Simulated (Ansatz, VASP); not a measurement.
# Two plane-wave programs on ZrSbS

Contents of POSCAR:

```
ZrSbS
1.0
    3.8524750000      0.0000000000      0.0000000000
    0.0000000000      3.8524750000      0.0000000000
    0.0000000000      0.0000000000      8.5373410000
Sb Zr S
2 2 2
Direct
    0.0000000000      0.0000000000      0.0000000000
    0.5000000000      0.5000000000      0.0000000000
    0.0000000000      0.5000000000      0.2770000000
    0.5000000000      0.0000000000      0.7230000000
    0.0000000000      0.5000000000      0.6220000000
    0.5000000000      0.0000000000      0.3780000000
```

The input INCAR.step1:

```
PREC = Accurate
ENCUT = 520
ISMEAR = -5
SIGMA = 0.1
LREAL = False
LASPH = True
NELM = 60
NBANDS = 32
GGA = PE
ALGO = Normal
EDIFF = 1E-4
LWAVE = True
LCHARG = False
```

File INCAR.step2:

```
PREC = Accurate
ENCUT = 520
EDIFF = 1E-6
ISMEAR = -5
SIGMA = 0.1
LREAL = False
LASPH = True
NELM = 60
ALGO = Normal
ISIF = 2
LWAVE = False
LCHARG = False
METAGGA = R2SCAN
LMIXTAU = True
NBANDS = 32
ISTART = 1
```

The input KPOINTS:

```
regular mesh
0
Gamma
  7 7 3
```

Input for Ansatz:

```yaml
crystal:
  lattice:
    - [3.852475, 0.0, 0.0]
    - [0.0, 3.852475, 0.0]
    - [0.0, 0.0, 8.537341]
  atoms:
    - { symbol: Sb, position: [0.0, 0.0, 0.0] }
    - { symbol: Sb, position: [0.5, 0.5, 0.0] }
    - { symbol: Zr, position: [0.0, 0.5, 0.277] }
    - { symbol: Zr, position: [0.5, 0.0, 0.723] }
    - { symbol: S, position: [0.0, 0.5, 0.622] }
    - { symbol: S, position: [0.5, 0.0, 0.378] }
  symmetry: { tolerance: 0.0003 }
kpoints:
  mp_grid: { grid: [7, 7, 3], shift: [0, 0, 0] }
  band_path:
    path:
      - [0.0, 0.0, 0.0]
      - [0.0, 0.5, 0.0]
      - [0.5, 0.5, 0.0]
      - [0.0, 0.0, 0.0]
      - [0.0, 0.0, 0.5]
      - [0.0, 0.5, 0.5]
      - [0.5, 0.5, 0.5]
      - [0.0, 0.0, 0.5]
      - [0.0, 0.5, 0.0]
      - [0.0, 0.5, 0.5]
      - [0.5, 0.5, 0.0]
    npoints: 6
magnetization:
  spin_polarized: false
scf:
  occupations: { method: tetrahedron }
  lower_state_search: "off"
  max_iter: 200
hamiltonian:
  pseudopotentials: { kind: paw }
  xc: r2scan
basis:
  ecutwfc: 500
  fft_grid_basis: typed
output:
  forces: true
  stress: true
  eigenvalues: true
  bader: true
  populations: true
  elf: true
  write_potential: true
  volumetric_format: npy
  dos:
    e_range: [-12, 8]
    de: 0.05
    projected: { site_lists: { S: [S], Sb: [Sb], Zr: [Zr] } }
checkpoint:
  read: saved_state
```

Alike in both runs: task single point; functional r2SCAN; k mesh 7 × 7 × 3; occupations tetrahedron; no spin polarisation.

```csv
,VASP,Ansatz
version,VASP 6.6.1,Ansatz 0.2.0
potentials or method,"VASP PAW PBE potentials, release 64 (Sb, Zr_sv, S), cutoff 520 eV",PAW plane waves
valence electrons in the cell,46,66
```

|  | VASP | Ansatz | Ansatz less VASP |
| --- | --- | --- | --- |
| pressure (GPa) | 3.6 | 3.3 | -0.27 |
| traceless stress, the component that is largest in VASP (GPa) | -11.20 | -11.01 | +0.186 |
| rms of the force components (eV/Å) | 0.192 | 0.192 | -0.0001 |

VASP's potentials were made for PBE, not for r2SCAN. Atom by atom the forces differ by 0.000 eV/Å (rms over components). The functional is the same, so the differences come from potentials, cutoffs and numerics. VASP's potentials hold 46 valence electrons a cell and Ansatz's 66, so a difference there can come from the potentials and not from the codes. Ansatz's warnings: band table not solved further, product built on unsolved table, tetrahedron derivatives may miss energy slope.

Neither program's run includes spin-orbit coupling.
